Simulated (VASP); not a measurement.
# H (P4/mmm) in VASP: notebook

The runs below take H through single point, with LDA.

Everything below comes from runs of VASP 6.6.1. Logs are shortened: lines on timing, memory, paths and dates and some standing lists are left out, and cuts for length are marked.

### Step 1. The cell of the first run

Symmetry: P4/mmm, No. 123, tetragonal system. Conventional cell: a = 2.782 Å, b = 2.782 Å, c = 0.931 Å, α = 90.00°, β = 90.00°, γ = 90.00°. H (site symmetry 4/mmm) has 2 H at 0.93 Å within 1.3 Å.

### Step 2. Single point, LDA (strain +0.050 along x and y, -0.050 along z)

INCAR reads:

```
SYSTEM = H
  PREC = Accurate
  ENCUT = 520
  EDIFF = 1E-6
  ISMEAR = 0
  SIGMA = 0.05
  LREAL = .FALSE.
  LASPH = .TRUE.
  NELM = 80
  ALGO = Normal
  ISIF = 2
  LWAVE = .FALSE.
  LCHARG = .TRUE.
  GGA = CA
  LELF = .TRUE.
  LVHAR = .TRUE.
  NBANDS = 6
```

KPOINTS reads:

```
regular mesh
0
G
  10 10 26
  0 0 0
```

POSCAR reads:

```
H
1.0
    2.7821206758      0.0000000000      0.0000000000
    0.0000000000      2.7821206758      0.0000000000
    0.0000000000      0.0000000000      0.9314682740
H
1
Direct
    0.0000000000      0.0000000000      0.5000000000
```

Potentials or basis: VASP PAW LDA potentials, release 64 (H).

Launch:

```sh
$ cat potpaw_LDA.64/H/POTCAR > POTCAR
$ mpirun -np 1 vasp_std > vasp.out
```

OUTCAR:

```text
SYSTEM = H
   PREC = Accurate
   ENCUT = 520
   EDIFF = 1E-6
   ISMEAR = 0
   LREAL = .FALSE.
   LASPH = .TRUE.
   NELM = 80
   ISIF = 2
   GGA = CA

 ion  position               nearest neighbor table
   1  0.000  0.000  0.500-

  LATTYP: Found a simple tetragonal cell.
 ALAT       =     2.7821206758
 C/A-ratio  =     0.3348051298

  Lattice vectors:

 A1 = (   2.7821206758,   0.0000000000,   0.0000000000)
 A2 = (   0.0000000000,   2.7821206758,   0.0000000000)
 A3 = (   0.0000000000,   0.0000000000,   0.9314682740)

Analysis of symmetry for initial positions (statically):
=====================================================================
 Subroutine PRICEL returns:
 Original cell was already a primitive cell.

 Routine SETGRP: Setting up the symmetry group for a
 simple tetragonal supercell.

 Subroutine GETGRP returns: Found 16 space group operations
 (whereof 16 operations were pure point group operations)
 out of a pool of 16 trial point group operations.

The static configuration has the point symmetry D_4h.

Analysis of symmetry for dynamics (positions and initial velocities):
=====================================================================
 Subroutine PRICEL returns:
 Original cell was already a primitive cell.

 Routine SETGRP: Setting up the symmetry group for a
 simple tetragonal supercell.

 Subroutine GETGRP returns: Found 16 space group operations
 (whereof 16 operations were pure point group operations)
 out of a pool of 16 trial point group operations.

The dynamic configuration has the point symmetry D_4h.

 Subroutine INISYM returns: Found 16 space group operations
 (whereof 16 operations are pure point group operations),
 and found     1 'primitive' translations

----------------------------------------------------------------------------------------

                                     Primitive cell

  volume of cell :       7.2097

  direct lattice vectors                    reciprocal lattice vectors
     2.782120676  0.000000000  0.000000000     0.359438039  0.000000000  0.000000000
     0.000000000  2.782120676  0.000000000     0.000000000  0.359438039  0.000000000
     0.000000000  0.000000000  0.931468274     0.000000000  0.000000000  1.073573870

  length of vectors
     2.782120676  2.782120676  0.931468274     0.359438039  0.359438039  1.073573870

  position of ions in fractional coordinates (direct lattice)
     0.000000000  0.000000000  0.500000000

  ion indices of the primitive-cell ions
   primitive index   ion index
                 1           1

----------------------------------------------------------------------------------------

 KPOINTS: regular mesh

Automatic generation of k-mesh.
 Grid dimensions read from file:
 generate k-points for:   10   10   26

 Generating k-lattice:

  Cartesian coordinates                     Fractional coordinates (reciprocal lattice)
     0.035943804  0.000000000  0.000000000     0.100000000  0.000000000  0.000000000
     0.000000000  0.035943804  0.000000000     0.000000000  0.100000000  0.000000000
     0.000000000  0.000000000  0.041291303     0.000000000  0.000000000  0.038461538

  Length of vectors
     0.035943804  0.035943804  0.041291303

  Shift w.r.t. Gamma in fractional coordinates (k-lattice)
     0.000000000  0.000000000  0.000000000

 Subroutine IBZKPT returns following result:
 ===========================================

 Found    294 irreducible k-points:

 Following reciprocal coordinates:
            Coordinates               Weight
  0.000000  0.000000  0.000000      1.000000
  0.100000  0.000000  0.000000      4.000000
  0.200000  0.000000  0.000000      4.000000
  0.300000  0.000000  0.000000      4.000000
  0.400000  0.000000  0.000000      4.000000
  0.500000  0.000000  0.000000      2.000000
[... 16 lines left out ...]
  0.100000  0.000000  0.038462      8.000000
  0.200000  0.000000  0.038462      8.000000
 [... further k-points ...]
   k-points           NKPTS =    294   k-points in BZ     NKDIM =    294   number of bands    NBANDS=      6
   number of dos      NEDOS =    301   number of ions     NIONS =      1
   total plane-waves  NPLWV =   4608
   dimension x,y,z NGX =    24 NGY =   24 NGZ =    8
   dimension x,y,z NGXF=    48 NGYF=   48 NGZF=   16
   ions per type =               1
   NGX,Y,Z   is equivalent  to a cutoff of  14.34, 14.34, 14.28 a.u.
   NGXF,Y,Z  is equivalent  to a cutoff of  28.68, 28.68, 28.56 a.u.
 SYSTEM =  H
   PREC   = accura    normal or accurate (medium, high low for compatibility)
   ISTART =      0    job   : 0-new  1-cont  2-samecut
   ICHARG =      2    charge: 1-file 2-atom 10-const
   ISPIN  =      1    spin polarized calculation?
   LNONCOLLINEAR =      F non collinear calculations
   LSORBIT =      F    spin-orbit coupling
   LASPH  =      T    aspherical Exc in radial PAW
   ENCUT  =  520.0 eV  38.22 Ry    6.18 a.u.   5.17  5.17  1.73*2*pi/ulx,y,z
   NELM   =     80;   NELMIN=  2; NELMDL= -5     # of ELM steps
   EDIFF  = 0.1E-05   stopping-criterion for ELM
   LREAL  =      F    real-space projection
   EDIFFG = 0.1E-04   stopping-criterion for IOM
   NSW    =      0    number of steps for IOM
   IBRION =     -1    ionic relax: 0-MD 1-quasi-New 2-CG
   NFREE  =      0    steps in history (QN), initial steepest desc. (CG)
   ISIF   =      2    stress and relaxation
   ISYM   =      2    0-nonsym 1-usesym 2-fastsym
   POTIM  = 0.5000    time-step for ionic-motion
   TEBEG  =    0.0;   TEEND  =   0.0 temperature during run
   PSTRESS=    0.0 pullay stress
   NELECT =       1.0000    total number of electrons
   NUPDOWN=      -1.0000    fix difference up-down
   EMIN   =  10.00;   EMAX   =-10.00  energy-range for DOS
   EFERMI =   0.00;   METHOD = LEGACY
   ISMEAR =     0;   SIGMA  =   0.05  broadening in eV -4-tet -1-fermi 0-gaus
   EFERMI_NEDOS =   21; number of points for ismear=-14 and -15
   IALGO  =     38    algorithm
   IMIX   =      4    mixing-type and parameters
     AMIX     =   0.40;   BMIX     =  1.00
     AMIX_MAG =   1.60;   BMIX_MAG =  1.00
  volume/ion in A,a.u.               =       7.21        48.65
  Fermi-wavevector in a.u.,A,eV,Ry     =   0.847425  1.601402  9.770750  0.718130
  Thomas-Fermi vector in A             =   1.962929
   LORBIT       =      0    0 simple, 1 ext, 2 COOP (PROOUT), +10 PAW based schemes
   GGA     = CA    functional components
   LHFCALC =     F    Hartree Fock is set to
   AEXX    =    0.0000 exact exchange contribution
   IVDW    =     0    specifies the selected vdW correction
   LEPSILON=     F    determine dielectric tensor
   LRPA    =     F    only Hartree local field effects (RPA)
 non-spin polarized calculation
 Gauss-broadening in eV      SIGMA  =   0.05
  energy-cutoff  :      520.00
  volume of cell :        7.21
 maximum number of plane-waves:       208
 NGX is ok and might be reduce to    24
   NGX = 11   NGY = 11   NGZ =  3

 number of electron       1.0000000 magnetization

 Free energy of the ion-electron system (eV)
  ---------------------------------------------------
  ext. energy  EPLUGINS =         0.00000000
  ---------------------------------------------------
  free energy    TOTEN  =        -3.10388958 eV

  energy without entropy =       -3.10388958  energy(sigma->0) =       -3.10388958

 E-fermi :  -1.3628     XC(G=0):  -7.0924

 val. band max:       -1.7462421028   @ k =   0.5000   0.5000   0.2308
 cond. band min:      -0.4923598243   @ k =   0.0000   0.0000   0.2692
 fundamental gap:      1.2538822784
 Fermi energy:        -1.3627977181

 k-point     1 :       0.0000    0.0000    0.0000
  band No.  band energies     occupation
      1     -12.9443      2.00000
      2       6.2433      0.00000
      3      12.0977      0.00000
      4      12.0977      0.00000
      5      14.8327      0.00000
      6      30.6058      0.00000

 k-point     2 :       0.1000    0.0000    0.0000
  band No.  band energies     occupation
      1     -12.8507      2.00000
      2       5.4845      0.00000
      3      11.4425      0.00000
      4      12.2639      0.00000
      5      16.8669      0.00000
      6      27.8147      0.00000

 k-point     3 :       0.2000    0.0000    0.0000
  band No.  band energies     occupation
      1     -12.5917      2.00000
      2       3.7663      0.00000
      3      11.2673      0.00000
      4      12.7497      0.00000
      5      20.6186      0.00000
      6      24.8092      0.00000

 k-point     4 :       0.3000    0.0000    0.0000
  band No.  band energies     occupation
      1     -12.2400      2.00000
      2       2.0207      0.00000
      3      11.6541      0.00000
      4      13.5011      0.00000
      5      22.2841      0.00000
      6      23.0428      0.00000

 k-point     5 :       0.4000    0.0000    0.0000
  band No.  band energies     occupation
      1     -11.9224      2.00000
      2       0.7822      0.00000
      3      12.1956      0.00000
      4      14.3454      0.00000
      5      20.5377      0.00000
      6      21.0464      0.00000

 k-point     6 :       0.5000    0.0000    0.0000
  band No.  band energies     occupation
      1     -11.7916      2.00000
      2       0.3342      0.00000
      3      12.4641      0.00000
      4      14.7863      0.00000
      5      19.8694      0.00000
      6      20.2211      0.00000

 k-point     7 :       0.1000    0.1000    0.0000
  band No.  band energies     occupation
      1     -12.7576      2.00000
      2       5.0719      0.00000
      3       9.7820      0.00000
      4      14.0994      0.00000
      5      17.8914      0.00000
      6      24.7546      0.00000

 k-point     8 :       0.2000    0.1000    0.0000
  band No.  band energies     occupation
      1     -12.5020      2.00000
      2       3.7603      0.00000
      3       9.0576      0.00000
      4      15.3429      0.00000
      5      20.9979      0.00000
      6      21.7039      0.00000

 k-point     9 :       0.3000    0.1000    0.0000
  band No.  band energies     occupation
      1     -12.1550      2.00000
      2       2.1533      0.00000
      3       9.3150      0.00000
      4      16.2279      0.00000
      5      19.0952      0.00000
      6      25.3465      0.00000

 k-point    10 :       0.4000    0.1000    0.0000
  band No.  band energies     occupation
      1     -11.8429      2.00000
      2       0.9560      0.00000
      3       9.8950      0.00000
      4      16.8499      0.00000
      5      17.4028      0.00000
      6      24.8157      0.00000

 k-point    11 :       0.5000    0.1000    0.0000
  band No.  band energies     occupation
      1     -11.7144      2.00000
      2       0.5180      0.00000
      3      10.2136      0.00000
      4      16.3956      0.00000
      5      17.4918      0.00000
      6      24.0804      0.00000

 k-point    12 :       0.2000    0.2000    0.0000
  band No.  band energies     occupation
      1     -12.2554      2.00000
      2       3.4736      0.00000
      3       7.2087      0.00000
      4      17.8651      0.00000
      5      18.8958      0.00000
      6      22.6736      0.00000

 k-point    13 :       0.3000    0.2000    0.0000
  band No.  band energies     occupation
      1     -11.9224      2.00000
      2       2.4896      0.00000
      3       6.8356      0.00000
      4      15.8354      0.00000
      5      20.0386      0.00000
      6      26.1842      0.00000

 k-point    14 :       0.4000    0.2000    0.0000
  band No.  band energies     occupation
      1     -11.6244      2.00000
      2       1.4656      0.00000
      3       7.2895      0.00000
      4      13.9293      0.00000
      5      21.0456      0.00000
      6      29.1941      0.00000

 k-point    15 :       0.5000    0.2000    0.0000
  band No.  band energies     occupation
      1     -11.5022      2.00000
      2       1.0643      0.00000
      3       7.6126      0.00000
      4      13.1535      0.00000
      5      21.4604      0.00000
      6      28.4717      0.00000

 k-point    16 :       0.3000    0.3000    0.0000
  band No.  band energies     occupation
      1     -11.6100      2.00000
      2       2.6891      0.00000
      3       5.3227      0.00000
      4      13.1902      0.00000
      5      23.2854      0.00000
      6      28.1460      0.00000

 k-point    17 :       0.4000    0.3000    0.0000
  band No.  band energies     occupation
      1     -11.3332      2.00000
      2       2.2535      0.00000
      3       5.2766      0.00000
      4      11.1835      0.00000
      5      25.1506      0.00000
      6      31.8874      0.00000

 k-point    18 :       0.5000    0.3000    0.0000
  band No.  band energies     occupation
      1     -11.2205      2.00000
      2       1.9482      0.00000
      3       5.5723      0.00000
      4      10.3410      0.00000
      5      25.7497      0.00000
      6      33.1351      0.00000

 k-point    19 :       0.4000    0.4000    0.0000
  band No.  band energies     occupation
      1     -11.0768      2.00000
      2       3.0176      0.00000
      3       4.1829      0.00000
      4       9.0353      0.00000
      5      28.6207      0.00000
      6      33.9127      0.00000

 k-point    20 :       0.5000    0.4000    0.0000
  band No.  band energies     occupation
      1     -10.9732      2.00000
      2       3.0651      0.00000
      3       4.2587      0.00000
      4       8.0661      0.00000
      5      29.9279      0.00000
      6      37.1157      0.00000

 k-point    21 :       0.5000    0.5000    0.0000
  band No.  band energies     occupation
      1     -10.8736      2.00000
      2       3.8020      0.00000
      3       3.8020      0.00000
      4       6.9431      0.00000
      5      32.1955      0.00000
      6      38.1071      0.00000

 k-point    22 :       0.0000    0.0000    0.0385
  band No.  band energies     occupation
      1     -12.6899      2.00000
      2       6.4982      0.00000
      3      12.3542      0.00000
      4      12.3542      0.00000
      5      15.0892      0.00000
      6      30.8611      0.00000

 k-point    23 :       0.1000    0.0000    0.0385
  band No.  band energies     occupation
      1     -12.5958      2.00000
      2       5.7399      0.00000
      3      11.6988      0.00000
      4      12.5206      0.00000
      5      17.1234      0.00000
      6      28.0708      0.00000

 k-point    24 :       0.2000    0.0000    0.0385
  band No.  band energies     occupation
      1     -12.3371      2.00000
      2       4.0220      0.00000
      3      11.5232      0.00000
      4      13.0063      0.00000
      5      20.8749      0.00000
      6      25.0653      0.00000

 [... further k-points ...]
[... 5 lines left out ...]
  --------------------------------------------------------------------------------------
  -------------------------------------------------------------------------------------
  Total       -0.0355851     -0.0355851      0.9652040      0.0000000     -0.0000000      0.0000000
  in kB       -7.9078635     -7.9078635    214.4913112      0.0000000     -0.0000000      0.0000000
  external PRESSURE =      66.2251948 kB  Pullay stress =       0.0000000 kB

 VOLUME and BASIS-vectors are now :
 -----------------------------------------------------------------------------
  energy-cutoff  :      520.00
  volume of cell :        7.21
      direct lattice vectors                 reciprocal lattice vectors
     2.782120676  0.000000000  0.000000000     0.359438039  0.000000000  0.000000000
     0.000000000  2.782120676  0.000000000     0.000000000  0.359438039  0.000000000
     0.000000000  0.000000000  0.931468274     0.000000000  0.000000000  1.073573870

 POSITION                                       TOTAL-FORCE (eV/Angst)
 -----------------------------------------------------------------------------------
      0.00000      0.00000      0.46573         0.000000      0.000000      0.000000
 -----------------------------------------------------------------------------------
    total drift:                                0.000000      0.000000     -0.000000

  FREE ENERGIE OF THE ION-ELECTRON SYSTEM (eV)
  ---------------------------------------------------
  free  energy   TOTEN  =        -3.1038895822 eV

  energy  without entropy=       -3.1038895822  energy(sigma->0) =       -3.10388958
```

It took 4.6 s on 1 thread of Intel Xeon 6975P-C (Granite Rapids), shared host; peak memory 0.11 GiB.

What came out:

| Quantity | Value |
| --- | --- |
| Free energy | -3.1039 eV |
| Pressure | 6.6 GPa |

Stress tensor (GPa, compression positive):
```
-0.79  0.00  0.00
 0.00 -0.79  0.00
 0.00  0.00 21.45
```

Caveat: the cell differs from its parent crystal (strain +0.050 along x and y, -0.050 along z).

(Continued in part 2 of 2.)
